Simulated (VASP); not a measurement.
A run of VASP 6.6.1 is set up as follows.

The input INCAR:

```
SYSTEM = Pb
PREC     = Accurate       ! precision mode
ENCUT    = 520            ! plane-wave cutoff, eV
EDIFF    = 1E-6           ! SCF threshold, eV
ISMEAR   = -1             ! smearing method
SIGMA    = 0.1            ! smearing width, eV
LREAL    = .False.        ! projectors in reciprocal space
LASPH    = .True.         ! aspherical terms in the spheres
NELM     = 80             ! most SCF steps
ALGO     = Normal         ! electronic algorithm
ISIF     = 2              ! what is computed and relaxed
LWAVE    = .False.        ! write WAVECAR
LCHARG   = .False.        ! write CHGCAR
GGA      = PE             ! functional
NBANDS   = 13             ! bands
```

KPOINTS

```
regular mesh
0
Gamma
  18 18 18
  0 0 0
```

The input POSCAR:

```
Pb
1.0
   -1.9978397246      1.9978397246      1.9978397246
    1.9978397246     -1.9978397246      1.9978397246
    1.9978397246      1.9978397246     -1.9978397246
Pb
1
Direct
    0.0000000000      0.0000000000      0.0000000000
```

Potentials or basis: VASP PAW PBE potentials, release 64 (Pb_d).

Command:

```console
$ cat potpaw_PBE.64/Pb_d/POTCAR > POTCAR
$ mpirun -np 1 vasp_std > vasp.out
```

Question: What does it give for the pressure?

Answer: 0.0 GPa.

Question: Estimate the band gap on the k mesh.

Answer: Zero (bands 7 and 8 overlap by 9.13 eV).

Caveat: spin-orbit coupling is left out, which moves the levels of the heavy elements.
